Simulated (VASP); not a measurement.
# In2GeS2 (P-6m2) in VASP: further runs, part 2 of 2

VASP 6.6.1.

### Step 4. Single point, PBE

This run uses another cell than the first one, of 27.11 Å³/atom.

File INCAR:

```
SYSTEM = In2GeS2
ALGO = Normal
EDIFF = 1E-6
ENCUT = 520
GGA = PE
ISIF = 2
ISMEAR = 0
LASPH = .True.
LCHARG = .False.
LREAL = .False.
LWAVE = .False.
NBANDS = 34
NELM = 80
PREC = Accurate
SIGMA = 0.1
```

File KPOINTS:

```
k-points
0
Gamma
  12 12 6
  0 0 0
```

File POSCAR:

```
In2GeS2
1.0
    4.2951783044      0.0000000000      0.0000000000
   -2.1475891522      3.7197335254      0.0000000000
    0.0000000000      0.0000000000      8.4849712242
In Ge S
2 1 2
Direct
    0.6666666667      0.3333333333      0.1987302455
    0.6666666667      0.3333333333      0.8012697545
    0.0000000000      0.0000000000      0.5000000000
    0.0000000000      0.0000000000      0.0000000000
    0.3333333333      0.6666666667      0.5000000000
```

Potentials or basis: VASP PAW PBE potentials, release 64 (In_d, Ge_d, S).

On the command line:

```sh
$ cat potpaw_PBE.64/In_d/POTCAR potpaw_PBE.64/Ge_d/POTCAR potpaw_PBE.64/S/POTCAR > POTCAR
$ mpirun -np 1 vasp_std > vasp.out
```

OUTCAR:

```text
SYSTEM = In2GeS2
   EDIFF = 1E-6
   ENCUT = 520
   GGA = PE
   ISIF = 2
   ISMEAR = 0
   LASPH = .True.
   LREAL = .False.
   NELM = 80
   PREC = Accurate

 ion  position               nearest neighbor table
   1  0.667  0.333  0.199-   4 3.00   4 3.00   4 3.00   2 3.37
   2  0.667  0.333  0.801-   4 3.00   4 3.00   4 3.00   1 3.37
   3  0.000  0.000  0.500-   5 2.48   5 2.48   5 2.48
   4  0.000  0.000  0.000-   1 3.00   2 3.00   1 3.00   2 3.00   1 3.00   2 3.00
   5  0.333  0.667  0.500-   3 2.48   3 2.48   3 2.48

  LATTYP: Found a hexagonal cell.
 ALAT       =     4.2951783044
 C/A-ratio  =     1.9754642585

  Lattice vectors:

 A1 = (   4.2951783044,   0.0000000000,   0.0000000000)
 A2 = (  -2.1475891522,   3.7197335254,   0.0000000000)
 A3 = (   0.0000000000,   0.0000000000,   8.4849712242)

Analysis of symmetry for initial positions (statically):
=====================================================================
 Subroutine PRICEL returns:
 Original cell was already a primitive cell.

 Routine SETGRP: Setting up the symmetry group for a
 hexagonal supercell.

 Subroutine GETGRP returns: Found 12 space group operations
 (whereof 12 operations were pure point group operations)
 out of a pool of 24 trial point group operations.

The static configuration has the point symmetry D_3h.

Analysis of symmetry for dynamics (positions and initial velocities):
=====================================================================
 Subroutine PRICEL returns:
 Original cell was already a primitive cell.

 Routine SETGRP: Setting up the symmetry group for a
 hexagonal supercell.

 Subroutine GETGRP returns: Found 12 space group operations
 (whereof 12 operations were pure point group operations)
 out of a pool of 24 trial point group operations.

The dynamic configuration has the point symmetry D_3h.

 Subroutine INISYM returns: Found 12 space group operations
 (whereof 12 operations are pure point group operations),
 and found     1 'primitive' translations

----------------------------------------------------------------------------------------

                                     Primitive cell

  volume of cell :     135.5637

  direct lattice vectors                    reciprocal lattice vectors
     4.295178304  0.000000000  0.000000000     0.232819205  0.134418231  0.000000000
    -2.147589152  3.719733525  0.000000000     0.000000000  0.268836462  0.000000000
     0.000000000  0.000000000  8.484971224     0.000000000  0.000000000  0.117855438

  length of vectors
     4.295178304  4.295178304  8.484971224     0.268836462  0.268836462  0.117855438

  position of ions in fractional coordinates (direct lattice)
     0.666666667  0.333333333  0.198730246
     0.666666667  0.333333333  0.801269754
     0.000000000  0.000000000  0.500000000
     0.000000000  0.000000000  0.000000000
     0.333333333  0.666666667  0.500000000

  ion indices of the primitive-cell ions
   primitive index   ion index
                 1           1
                 2           2
                 3           3
                 4           4
                 5           5

----------------------------------------------------------------------------------------

 KPOINTS: k-points

Automatic generation of k-mesh.
 Grid dimensions read from file:
 generate k-points for:   12   12    6

 Generating k-lattice:

  Cartesian coordinates                     Fractional coordinates (reciprocal lattice)
     0.019401600  0.011201519  0.000000000     0.083333333 -0.000000000  0.000000000
     0.000000000  0.022403038  0.000000000     0.000000000  0.083333333  0.000000000
     0.000000000  0.000000000  0.019642573     0.000000000  0.000000000  0.166666667

  Length of vectors
     0.022403038  0.022403038  0.019642573

  Shift w.r.t. Gamma in fractional coordinates (k-lattice)
     0.000000000  0.000000000  0.000000000

 Subroutine IBZKPT returns following result:
 ===========================================

 Found     76 irreducible k-points:

 Following reciprocal coordinates:
            Coordinates               Weight
  0.000000  0.000000  0.000000      1.000000
  0.083333  0.000000  0.000000      6.000000
  0.166667  0.000000  0.000000      6.000000
  0.250000  0.000000  0.000000      6.000000
  0.333333  0.000000  0.000000      6.000000
  0.416667  0.000000  0.000000      6.000000
[... 16 lines left out ...]
  0.250000  0.000000  0.166667     12.000000
  0.333333  0.000000  0.166667     12.000000
 [... further k-points ...]
   k-points           NKPTS =     76   k-points in BZ     NKDIM =     76   number of bands    NBANDS=     34
   number of dos      NEDOS =    301   number of ions     NIONS =      5
   total plane-waves  NPLWV =  65536
   dimension x,y,z NGX =    32 NGY =   32 NGZ =   64
   dimension x,y,z NGXF=    64 NGYF=   64 NGZF=  128
   ions per type =               2   1   2
   NGX,Y,Z   is equivalent  to a cutoff of  12.39, 12.39, 12.54 a.u.
   NGXF,Y,Z  is equivalent  to a cutoff of  24.77, 24.77, 25.08 a.u.
 SYSTEM =  In2GeS2
   PREC   = accura    normal or accurate (medium, high low for compatibility)
   ISTART =      0    job   : 0-new  1-cont  2-samecut
   ICHARG =      2    charge: 1-file 2-atom 10-const
   ISPIN  =      1    spin polarized calculation?
   LNONCOLLINEAR =      F non collinear calculations
   LSORBIT =      F    spin-orbit coupling
   LASPH  =      T    aspherical Exc in radial PAW
   ENCUT  =  520.0 eV  38.22 Ry    6.18 a.u.   7.99  7.99 15.78*2*pi/ulx,y,z
   NELM   =     80;   NELMIN=  2; NELMDL= -5     # of ELM steps
   EDIFF  = 0.1E-05   stopping-criterion for ELM
   LREAL  =      F    real-space projection
   EDIFFG = 0.1E-04   stopping-criterion for IOM
   NSW    =      0    number of steps for IOM
   IBRION =     -1    ionic relax: 0-MD 1-quasi-New 2-CG
   NFREE  =      0    steps in history (QN), initial steepest desc. (CG)
   ISIF   =      2    stress and relaxation
   ISYM   =      2    0-nonsym 1-usesym 2-fastsym
   POTIM  = 0.5000    time-step for ionic-motion
   TEBEG  =    0.0;   TEEND  =   0.0 temperature during run
   PSTRESS=    0.0 pullay stress
   NELECT =      52.0000    total number of electrons
   NUPDOWN=      -1.0000    fix difference up-down
   EMIN   =  10.00;   EMAX   =-10.00  energy-range for DOS
   EFERMI =   0.00;   METHOD = LEGACY
   ISMEAR =     0;   SIGMA  =   0.10  broadening in eV -4-tet -1-fermi 0-gaus
   EFERMI_NEDOS =   21; number of points for ismear=-14 and -15
   IALGO  =     38    algorithm
   IMIX   =      4    mixing-type and parameters
     AMIX     =   0.40;   BMIX     =  1.00
     AMIX_MAG =   1.60;   BMIX_MAG =  1.00
  volume/ion in A,a.u.               =      27.11       182.97
  Fermi-wavevector in a.u.,A,eV,Ry     =   1.189492  2.247814 19.250760  1.414891
  Thomas-Fermi vector in A             =   2.325598
   LORBIT       =      0    0 simple, 1 ext, 2 COOP (PROOUT), +10 PAW based schemes
   GGA     = PE    functional components
   LHFCALC =     F    Hartree Fock is set to
   AEXX    =    0.0000 exact exchange contribution
   IVDW    =     0    specifies the selected vdW correction
   LEPSILON=     F    determine dielectric tensor
   LRPA    =     F    only Hartree local field effects (RPA)
 non-spin polarized calculation
 Gauss-broadening in eV      SIGMA  =   0.10
  energy-cutoff  :      520.00
  volume of cell :      135.56
 maximum number of plane-waves:      3690
 NGX is ok and might be reduce to    32
   NGX = 15   NGY = 15   NGZ = 31

 number of electron      51.9999991 magnetization

 Free energy of the ion-electron system (eV)
  ---------------------------------------------------
  ext. energy  EPLUGINS =         0.00000000
  ---------------------------------------------------
  free energy    TOTEN  =       -18.07072468 eV

  energy without entropy =      -18.06231672  energy(sigma->0) =      -18.06652070

 E-fermi :   4.5839     XC(G=0):  -9.1733

 val. band max:        4.5748950103   @ k =   0.2500   0.2500   0.5000
 cond. band min:       4.5888018860   @ k =   0.3333   0.2500   0.3333
 fundamental gap:      0.0139068757
 Fermi energy:         4.5838922460

 k-point     1 :       0.0000    0.0000    0.0000
  band No.  band energies     occupation
      1     -20.4443      2.00000
      2     -20.4352      2.00000
      3     -20.4352      2.00000
      4     -20.4293      2.00000
      5     -20.4293      2.00000
      6      -9.7718      2.00000
[... 26 lines left out ...]
     33       9.2345      0.00000
     34       9.2345      0.00000
[... 820 lines left out ...]
      4     -20.4302      2.00000
      5     -20.4295      2.00000
      6      -9.7875      2.00000
[... 26 lines left out ...]
     33       8.7424      0.00000
     34       9.8768      0.00000

 [... further k-points ...]
[... 5 lines left out ...]
  --------------------------------------------------------------------------------------
  -------------------------------------------------------------------------------------
  Total       -0.0185191     -0.0185191     -0.0410972      0.0000000      0.0000000      0.0000000
  in kB       -0.2188709     -0.2188709     -0.4857127      0.0000000      0.0000000      0.0000000
  external PRESSURE =      -0.3078181 kB  Pullay stress =       0.0000000 kB

 VOLUME and BASIS-vectors are now :
 -----------------------------------------------------------------------------
  energy-cutoff  :      520.00
  volume of cell :      135.56
      direct lattice vectors                 reciprocal lattice vectors
     4.295178304  0.000000000  0.000000000     0.232819205  0.134418231  0.000000000
    -2.147589152  3.719733525  0.000000000     0.000000000  0.268836462  0.000000000
     0.000000000  0.000000000  8.484971224     0.000000000  0.000000000  0.117855438

 POSITION                                       TOTAL-FORCE (eV/Angst)
 -----------------------------------------------------------------------------------
      2.14759      1.23991      1.68622         0.000000     -0.000000      0.002965
      2.14759      1.23991      6.79875         0.000000      0.000000     -0.002965
      0.00000      0.00000      4.24249         0.000000      0.000000      0.000000
      0.00000      0.00000      0.00000         0.000000      0.000000      0.000000
     -0.00000      2.47982      4.24249        -0.000000      0.000000      0.000000
 -----------------------------------------------------------------------------------
    total drift:                                0.000002     -0.000001      0.000000

  FREE ENERGIE OF THE ION-ELECTRON SYSTEM (eV)
  ---------------------------------------------------
  free  energy   TOTEN  =       -18.0707246821 eV

  energy  without entropy=      -18.0623167169  energy(sigma->0) =      -18.06652070
```

OSZICAR:

```text
N       E                     dE             d eps       ncg     rms          rms(c)
DAV:   1     0.493168842684E+03    0.49317E+03   -0.24342E+04  5870   0.240E+03
DAV:   2     0.654440841788E+02   -0.42772E+03   -0.41442E+03  5216   0.637E+02
DAV:   3    -0.132471871990E+02   -0.78691E+02   -0.76912E+02  6232   0.198E+02
DAV:   4    -0.187061793365E+02   -0.54590E+01   -0.54132E+01  6152   0.553E+01
DAV:   5    -0.189024809050E+02   -0.19630E+00   -0.19597E+00  7002   0.105E+01    0.106E+01
DAV:   6    -0.180405533092E+02    0.86193E+00   -0.23744E+00  7494   0.120E+01    0.671E+00
DAV:   7    -0.180728316944E+02   -0.32278E-01   -0.59050E-01  6142   0.321E+00    0.244E+00
DAV:   8    -0.180701781934E+02    0.26535E-02   -0.45865E-02  7628   0.148E+00    0.653E-01
DAV:   9    -0.180702553172E+02   -0.77124E-04   -0.61074E-03  7632   0.505E-01    0.241E-01
DAV:  10    -0.180705772907E+02   -0.32197E-03   -0.78945E-04  6400   0.155E-01    0.106E-01
DAV:  11    -0.180707281515E+02   -0.15086E-03   -0.34815E-04  6766   0.114E-01    0.459E-02
DAV:  12    -0.180707203940E+02    0.77575E-05   -0.44020E-05  7440   0.430E-02    0.160E-02
DAV:  13    -0.180707245478E+02   -0.41538E-05   -0.96468E-06  5184   0.139E-02    0.551E-03
DAV:  14    -0.180707246821E+02   -0.13424E-06   -0.86259E-07  4326   0.882E-03
   1 F= -.18070725E+02 E0= -.18066521E+02  d E =-.840797E-02
```

Wall time 5.1 min (1 thread of Intel Xeon 8259CL, shared host); peak memory 0.47 GiB.

What came out:

```yaml
Free_energy: -18.0707 eV
Pressure: 0.0 GPa
Band_gap_on_the_k_mesh: zero (bands 26 and 27 overlap by 0.79 eV)
```

Forces on the atoms (eV/Å):
```
In   0.000  0.000  0.003
In   0.000  0.000 -0.003
Ge   0.000  0.000  0.000
S    0.000  0.000  0.000
S    0.000  0.000  0.000
```

Levels at points of the mesh, in eV from the Fermi level:
| k point | band 24 | band 25 | band 26 | band 27 | band 28 | band 29 |
| --- | --- | --- | --- | --- | --- | --- |
| (0.00, 0.00, 0.00) | -1.89 | -1.89 | 0.70 | 1.35 | 1.35 | 1.43 |
| (0.50, 0.00, 0.00) | -2.43 | -1.68 | -0.55 | 0.21 | 1.55 | 2.89 |
| (0.00, 0.00, 0.50) | -1.88 | -1.88 | -0.10 | 1.33 | 1.33 | 1.36 |
| (0.50, 0.00, 0.50) | -2.47 | -1.96 | -1.00 | 0.61 | 1.87 | 2.55 |

Caveat: spin-orbit coupling is left out, which moves the levels of the heavy elements.

### Step 5. The runs side by side

```tsv
task	cell	k mesh	cutoff (eV)	smearing	gap on the mesh (eV)	pressure (GPa)	largest force (eV/Å)
relaxation of cell and atoms	relaxed from a = 4.454, b = 4.454, c = 7.749 Å, angles 90.0, 90.0, 120.0°, 5 atoms, atomic positions A	6 × 6 × 2	600	gaussian 0.1 eV	none	-0.1	0.01
single point	a = 4.295, b = 4.295, c = 16.970 Å, angles 90.0, 90.0, 120.0°, 10 atoms, atomic positions B	6 × 6 × 2	520	gaussian 0.2 eV	none	-0.1	0.02
single point	a = 4.295, b = 4.295, c = 8.485 Å, angles 90.0, 90.0, 120.0°, 5 atoms, atomic positions C	12 × 12 × 6	520	gaussian 0.1 eV	none	0.0	-
```

Alike in all rows: level PBE; potentials or basis VASP PAW PBE potentials, release 64 (In_d, Ge_d, S); no spin polarisation.

Caveats: some runs use coarse meshes; spin-orbit coupling is left out, which moves the levels of the heavy elements.

Absolute energies hang on the potentials; compare differences alone.
